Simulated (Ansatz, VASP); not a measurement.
## One calculation of HfN, two programs

INCAR

```
PREC = Accurate
ENCUT = 520
EDIFF = 1E-6
ISMEAR = 0
SIGMA = 0.15
LREAL = False
LASPH = True
NELM = 60
ALGO = Normal
ISIF = 2
LWAVE = False
LCHARG = False
GGA = PS
NBANDS = 14
```

KPOINTS

```
Automatic mesh
0
Gamma
  18 18 18
```

POSCAR

```
HfN
1.0
    0.0000000000      2.0782800000      2.1686400000
    2.0782800000      0.0000000000      2.1686400000
    2.0782800000      2.0782800000      0.0000000000
Hf N
1 1
Direct
    0.0000000000      0.0000000000      0.0000000000
    0.5000000000      0.5000000000      0.5000000000
```

Input for Ansatz:

```yaml
crystal:
  lattice:
    - [0.0, 2.07828, 2.16864]
    - [2.07828, 0.0, 2.16864]
    - [2.07828, 2.07828, 0.0]
  atoms:
    - { symbol: Hf, position: [0.0, 0.0, 0.0] }
    - { symbol: "N", position: [0.5, 0.5, 0.5] }
basis:
  ecutwfc: 420
kpoints:
  mp_grid: { grid: [18, 18, 18] }
hamiltonian:
  xc: pbesol
scf:
  occupations: { method: gaussian, width: 0.15 }
output:
  forces: true
  stress: true
  eigenvalues: true
```

Change from the starting cell: strain -0.080 along x and y, -0.040 along z, atoms carried along.

Alike in both runs: task single point; functional PBEsol; k mesh 18 × 18 × 18; occupations gaussian, width 0.15 eV; no spin polarisation.

|  | VASP | Ansatz |
| --- | --- | --- |
| version | VASP 6.6.1 | Ansatz 0.2.0 |
| potentials or method | VASP PAW PBE potentials, release 64 (Hf_pv, N), cutoff 520 eV | scalar-relativistic, plane waves, PAW |
| valence electrons in the cell | 15 | 31 |

|  | VASP | Ansatz | Ansatz less VASP |
| --- | --- | --- | --- |
| gap on the k mesh at the Fermi level (eV) | none | none | - |
| pressure (GPa) | 85.1 | 86.5 | +1.47 |
| traceless stress, the component that is largest in VASP (GPa) | -32.24 | -31.72 | +0.515 |

VASP's potentials were made for PBE, not for PBEsol. A gap of «none» marks a metal or a gap that the smearing closes. Both programs put the cell under a high pressure, so it lies far from rest at this level. VASP's potentials hold 15 valence electrons a cell and Ansatz's 31, so a difference there can come from the potentials and not from the codes.

Spin-orbit coupling is off throughout. Noted on VASP's run: the cell as given lies far from equilibrium.
